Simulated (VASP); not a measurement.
# CrO2 (P-3m1) in VASP: notebook

The runs below take CrO2 through single point, with PBE.

All numbers are computed with VASP 6.6.1; they aren't measurements. Logs are shortened: lines on timing, memory, paths and dates and some standing lists are left out, and cuts for length are marked.

## 1. The cell of the first run

Symmetry: P-3m1, No. 164, trigonal system. The conventional cell has a = 2.890 Å, b = 2.890 Å, c = 5.080 Å, α = 90.00°, β = 90.00°, γ = 120.00°. Cr (site symmetry -3m) has 6 O at 1.92 Å within 2.5 Å. Within 2.6 Å of O (site symmetry 3m) lie 3 Cr at 1.92 Å and 3 O at 2.53 Å.

## 2. Single point, PBE, collinear spin, ferromagnetic start (12.25 Å³/atom)

The input, INCAR:

```
PREC = Accurate
ENCUT = 520
EDIFF = 1E-6
ISMEAR = 0
SIGMA = 0.05
LREAL = False
LASPH = True
NELM = 150
ALGO = Normal
ISIF = 2
LWAVE = False
LCHARG = True
ISPIN = 2
MAGMOM = 1.92 0 0
LORBIT = 11
LMAXMIX = 4
GGA = PE
LELF = True
LVHAR = True
NBANDS = 23
```

The input, KPOINTS:

```
Automatic mesh
0
Gamma
  14 14 6
```

The input, POSCAR:

```
CrO2
1.0
    2.8902678046      0.0000000000      0.0000000000
   -1.4451339023      2.5030453425      0.0000000000
    0.0000000000      0.0000000000      5.0795548575
Cr O
1 2
Direct
    0.0000000000      0.0000000000      0.0000000000
    0.3333333333      0.6666666667      0.1868879690
    0.6666666667      0.3333333333      0.8131120310
```

Potentials or basis: VASP PAW PBE potentials, release 64 (Cr_pv, O).

Launch:

```sh
> cat potpaw_PBE.64/Cr_pv/POTCAR potpaw_PBE.64/O/POTCAR > POTCAR
> mpirun -np 1 vasp_std > vasp.out
```

OUTCAR:

```text
PREC = Accurate
   ENCUT = 520
   EDIFF = 1E-6
   ISMEAR = 0
   LREAL = False
   LASPH = True
   NELM = 150
   ISIF = 2
   ISPIN = 2
   LORBIT = 11
   GGA = PE

 ion  position               nearest neighbor table
   1  0.000  0.000  0.000-   2 1.92   3 1.92   2 1.92   3 1.92   3 1.92   2 1.92
   2  0.333  0.667  0.187-   1 1.92   1 1.92   1 1.92
   3  0.667  0.333  0.813-   1 1.92   1 1.92   1 1.92

  LATTYP: Found a hexagonal cell.
 ALAT       =     2.8902678046
 C/A-ratio  =     1.7574685811

  Lattice vectors:

 A1 = (   2.8902678046,   0.0000000000,   0.0000000000)
 A2 = (  -1.4451339023,   2.5030453425,   0.0000000000)
 A3 = (   0.0000000000,   0.0000000000,   5.0795548575)

Analysis of symmetry for initial positions (statically):
=====================================================================
 Subroutine PRICEL returns:
 Original cell was already a primitive cell.

 Routine SETGRP: Setting up the symmetry group for a
 hexagonal supercell.

 Subroutine GETGRP returns: Found 12 space group operations
 (whereof 12 operations were pure point group operations)
 out of a pool of 24 trial point group operations.

The static configuration has the point symmetry D_3d.

Analysis of symmetry for dynamics (positions and initial velocities):
=====================================================================
 Subroutine PRICEL returns:
 Original cell was already a primitive cell.

 Routine SETGRP: Setting up the symmetry group for a
 hexagonal supercell.

 Subroutine GETGRP returns: Found 12 space group operations
 (whereof 12 operations were pure point group operations)
 out of a pool of 24 trial point group operations.

The dynamic configuration has the point symmetry D_3d.

Analysis of structural, dynamic, and magnetic symmetry:
=====================================================================
 Subroutine PRICEL returns:
 Original cell was already a primitive cell.

 Routine SETGRP: Setting up the symmetry group for a
 hexagonal supercell.

 Subroutine GETGRP returns: Found 12 space group operations
 (whereof 12 operations were pure point group operations)
 out of a pool of 24 trial point group operations.

The overall configuration has the point symmetry D_3d.

 Subroutine INISYM returns: Found 12 space group operations
 (whereof 12 operations are pure point group operations),
 and found     1 'primitive' translations

----------------------------------------------------------------------------------------

                                     Primitive cell

  volume of cell :      36.7479

  direct lattice vectors                    reciprocal lattice vectors
     2.890267805  0.000000000  0.000000000     0.345988700  0.199756669  0.000000000
    -1.445133902  2.503045343  0.000000000     0.000000000  0.399513338  0.000000000
     0.000000000  0.000000000  5.079554857     0.000000000  0.000000000  0.196867645

  length of vectors
     2.890267805  2.890267805  5.079554857     0.399513338  0.399513338  0.196867645

  position of ions in fractional coordinates (direct lattice)
     0.000000000  0.000000000  0.000000000
     0.333333333  0.666666667  0.186887969
     0.666666667  0.333333333  0.813112031

  ion indices of the primitive-cell ions
   primitive index   ion index
                 1           1
                 2           2
                 3           3

----------------------------------------------------------------------------------------

 KPOINTS: Automatic mesh

Automatic generation of k-mesh.
 Grid dimensions read from file:
 generate k-points for:   14   14    6

 Generating k-lattice:

  Cartesian coordinates                     Fractional coordinates (reciprocal lattice)
     0.024713479  0.014268334  0.000000000     0.071428571  0.000000000  0.000000000
     0.000000000  0.028536667  0.000000000     0.000000000  0.071428571  0.000000000
     0.000000000  0.000000000  0.032811274     0.000000000  0.000000000  0.166666667

  Length of vectors
     0.028536667  0.028536667  0.032811274

  Shift w.r.t. Gamma in fractional coordinates (k-lattice)
     0.000000000  0.000000000  0.000000000

 Subroutine IBZKPT returns following result:
 ===========================================

 Found    128 irreducible k-points:

 Following reciprocal coordinates:
            Coordinates               Weight
  0.000000  0.000000  0.000000      1.000000
  0.071429 -0.000000  0.000000      6.000000
  0.142857 -0.000000  0.000000      6.000000
  0.214286 -0.000000  0.000000      6.000000
  0.285714 -0.000000  0.000000      6.000000
  0.357143 -0.000000  0.000000      6.000000
[... 16 lines left out ...]
  0.285714  0.285714  0.000000      6.000000
  0.357143  0.285714  0.000000      6.000000
 [... further k-points ...]
   k-points           NKPTS =    128   k-points in BZ     NKDIM =    128   number of bands    NBANDS=     23
   number of dos      NEDOS =    301   number of ions     NIONS =      3
   total plane-waves  NPLWV =  23040
   dimension x,y,z NGX =    24 NGY =   24 NGZ =   40
   dimension x,y,z NGXF=    48 NGYF=   48 NGZF=   80
   ions per type =               1   2
   NGX,Y,Z   is equivalent  to a cutoff of  13.80, 13.80, 13.09 a.u.
   NGXF,Y,Z  is equivalent  to a cutoff of  27.61, 27.61, 26.18 a.u.
 SYSTEM =  unknown system
   PREC   = accura    normal or accurate (medium, high low for compatibility)
   ISTART =      0    job   : 0-new  1-cont  2-samecut
   ICHARG =      2    charge: 1-file 2-atom 10-const
   ISPIN  =      2    spin polarized calculation?
   LNONCOLLINEAR =      F non collinear calculations
   LSORBIT =      F    spin-orbit coupling
   LASPH  =      T    aspherical Exc in radial PAW
   ENCUT  =  520.0 eV  38.22 Ry    6.18 a.u.   5.37  5.37  9.44*2*pi/ulx,y,z
   NELM   =    150;   NELMIN=  2; NELMDL= -5     # of ELM steps
   EDIFF  = 0.1E-05   stopping-criterion for ELM
   LREAL  =      F    real-space projection
   EDIFFG = 0.1E-04   stopping-criterion for IOM
   NSW    =      0    number of steps for IOM
   IBRION =     -1    ionic relax: 0-MD 1-quasi-New 2-CG
   NFREE  =      0    steps in history (QN), initial steepest desc. (CG)
   ISIF   =      2    stress and relaxation
   ISYM   =      2    0-nonsym 1-usesym 2-fastsym
   POTIM  = 0.5000    time-step for ionic-motion
   TEBEG  =    0.0;   TEEND  =   0.0 temperature during run
   PSTRESS=    0.0 pullay stress
   NELECT =      24.0000    total number of electrons
   NUPDOWN=      -1.0000    fix difference up-down
   EMIN   =  10.00;   EMAX   =-10.00  energy-range for DOS
   EFERMI =   0.00;   METHOD = LEGACY
   ISMEAR =     0;   SIGMA  =   0.05  broadening in eV -4-tet -1-fermi 0-gaus
   EFERMI_NEDOS =   21; number of points for ismear=-14 and -15
   IALGO  =     38    algorithm
   IMIX   =      4    mixing-type and parameters
     AMIX     =   0.40;   BMIX     =  1.00
     AMIX_MAG =   1.60;   BMIX_MAG =  1.00
  volume/ion in A,a.u.               =      12.25        82.66
  Fermi-wavevector in a.u.,A,eV,Ry     =   1.420369  2.684108 27.449036  2.017447
  Thomas-Fermi vector in A             =   2.541291
   LORBIT       =     11    0 simple, 1 ext, 2 COOP (PROOUT), +10 PAW based schemes
   GGA     = PE    functional components
   LHFCALC =     F    Hartree Fock is set to
   AEXX    =    0.0000 exact exchange contribution
   IVDW    =     0    specifies the selected vdW correction
   LEPSILON=     F    determine dielectric tensor
   LRPA    =     F    only Hartree local field effects (RPA)
 spin polarized calculation
 Gauss-broadening in eV      SIGMA  =   0.05
  energy-cutoff  :      520.00
  volume of cell :       36.75
 maximum number of plane-waves:      1014
 NGX is ok and might be reduce to    24
   NGX = 11   NGY = 11   NGZ = 19

 number of electron      23.9999995 magnetization       1.9999827

 Free energy of the ion-electron system (eV)
  ---------------------------------------------------
  ext. energy  EPLUGINS =         0.00000000
  ---------------------------------------------------
  free energy    TOTEN  =       -24.69454804 eV

  energy without entropy =      -24.69239720  energy(sigma->0) =      -24.69347262

 E-fermi :   2.6857     XC(G=0): -10.0049

 val. band max:        2.6798556506   @ k =   0.4286   0.0714   0.1667
 cond. band min:       2.6951973500   @ k =   0.3571   0.0714   0.3333
 fundamental gap:      0.0153416994
 Fermi energy:         2.6856777631

 spin component 1

 k-point     1 :       0.0000    0.0000    0.0000
  band No.  band energies     occupation
      1     -42.0858      1.00000
      2     -41.9821      1.00000
      3     -41.9821      1.00000
      4     -16.8531      1.00000
      5     -14.7419      1.00000
      6      -3.2718      1.00000
[... 15 lines left out ...]
     22      22.2961      0.00000
     23      22.2961      0.00000
[... 575 lines left out ...]
      1     -42.1709      1.00000
      2     -42.1321      1.00000
      3     -42.0359      1.00000
      4     -15.2336      1.00000
      5     -15.1982      1.00000
      6      -3.1261      1.00000
[... 15 lines left out ...]
     22      19.1253      0.00000
     23      19.1873      0.00000

 [... further k-points ...]

 spin component 2

 k-point     1 :       0.0000    0.0000    0.0000
  band No.  band energies     occupation
      1     -39.8448      1.00000
      2     -39.7959      1.00000
      3     -39.7959      1.00000
      4     -16.8677      1.00000
      5     -14.8118      1.00000
      6      -2.8391      1.00000
[... 15 lines left out ...]
     22      22.9149      0.00000
     23      22.9149      0.00000
[... 575 lines left out ...]
      1     -40.0095      1.00000
      2     -39.9652      1.00000
      3     -39.7848      1.00000
      4     -15.2845      1.00000
      5     -15.2481      1.00000
      6      -2.7150      1.00000
[... 15 lines left out ...]
     22      19.4995      0.00000
     23      19.7476      0.00000

 [... further k-points ...]

------------------------ aborting loop because EDIFF is reached ----------------------------------------

  FORCE on cell =-STRESS in cart. coord.  units (eV):
  Direction    XX          YY          ZZ          XY          YZ          ZX
  --------------------------------------------------------------------------------------
  -------------------------------------------------------------------------------------
  Total        0.2959739      0.2959739      0.1469595      0.0000000      0.0000000      0.0000000
  in kB       12.9042145     12.9042145      6.4073107      0.0000000      0.0000000      0.0000000
  external PRESSURE =      10.7385799 kB  Pullay stress =       0.0000000 kB

 VOLUME and BASIS-vectors are now :
 -----------------------------------------------------------------------------
  energy-cutoff  :      520.00
  volume of cell :       36.75
      direct lattice vectors                 reciprocal lattice vectors
     2.890267805  0.000000000  0.000000000     0.345988700  0.199756669  0.000000000
    -1.445133902  2.503045343  0.000000000     0.000000000  0.399513338  0.000000000
     0.000000000  0.000000000  5.079554857     0.000000000  0.000000000  0.196867645

 POSITION                                       TOTAL-FORCE (eV/Angst)
 -----------------------------------------------------------------------------------
      0.00000      0.00000      0.00000        -0.000000      0.000000      0.000000
     -0.00000      1.66870      0.94931         0.000000      0.000000      0.073370
      1.44513      0.83435      4.13025        -0.000000     -0.000000     -0.073370
 -----------------------------------------------------------------------------------
    total drift:                                0.000000      0.000000     -0.000000

  FREE ENERGIE OF THE ION-ELECTRON SYSTEM (eV)
  ---------------------------------------------------
  free  energy   TOTEN  =       -24.6945480401 eV

  energy  without entropy=      -24.6923972002  energy(sigma->0) =      -24.69347262

 total charge

# of ion       s       p       d       tot
------------------------------------------
    1        0.359   6.447   4.065  10.871
    2        1.581   3.422   0.000   5.003
    3        1.581   3.422   0.000   5.003
--------------------------------------------------
tot          3.521  13.292   4.065  20.877

 magnetization (x)

# of ion       s       p       d       tot
------------------------------------------
    1        0.028   0.020   2.024   2.071
    2        0.000  -0.060   0.000  -0.059
    3        0.000  -0.060   0.000  -0.059
--------------------------------------------------
tot          0.028  -0.099   2.024   1.952
```

It took 5.3 min on 1 thread of Intel Xeon 8259CL, shared host; peak memory 0.29 GiB.

What came out:

| Item | Value |
| --- | --- |
| Free energy | -24.6945 eV |
| Pressure | 1.1 GPa |
| Largest force | 0.073 eV/Å |
| Band gap on the k mesh | zero (filled and empty bands overlap) |
| Net moment | 2.00 μB per cell |
| Site moments | Cr +2.07; O -0.06 μB |
| Valence electrons inside the program's atomic spheres | Cr 10.87; O 5.00 |

Forces on the atoms (eV/Å):
```
Cr   0.000  0.000  0.000
O    0.000  0.000  0.073
O    0.000  0.000 -0.073
```

Levels at points of the mesh, in eV from the Fermi level:
Spin up:
```
           k point  band 11  band 12  band 13  band 14  band 15  band 16
(0.00, 0.00, 0.00)    -1.62    -1.32    -1.32     0.64     3.67     3.67
(0.50, 0.00, 0.00)    -2.38    -0.73    -0.60    -0.06     2.99     3.52
(0.00, 0.00, 0.50)    -1.63    -1.32    -1.32     0.79     3.69     3.69
(0.50, 0.00, 0.50)    -2.09    -0.77    -0.60    -0.10     2.99     3.49
```
Spin down:
```tsv
k point	band 9	band 10	band 11	band 12	band 13	band 14
(0.00, 0.00, 0.00)	-1.79	-1.70	-1.70	1.07	1.07	2.55
(0.50, 0.00, 0.00)	-3.37	-3.00	-2.45	1.25	1.94	2.10
(0.00, 0.00, 0.50)	-2.51	-1.71	-1.71	1.07	1.07	2.63
(0.50, 0.00, 0.50)	-3.30	-2.97	-2.16	1.23	1.94	2.09
```

Caveat: an empty level that is flat over the whole mesh can mark a ghost state of the potentials, or a narrow d or f band; a cell with one magnetic atom can't hold antiferromagnetic order, which such compounds often take; semilocal functionals often make such compounds metallic where correlation or magnetic order opens a gap, which also shifts bond lengths. With open d or f shells a metallic result of PBE can be an artefact of self-interaction; +U or a hybrid may open a gap.

[end of part 1 of 2]
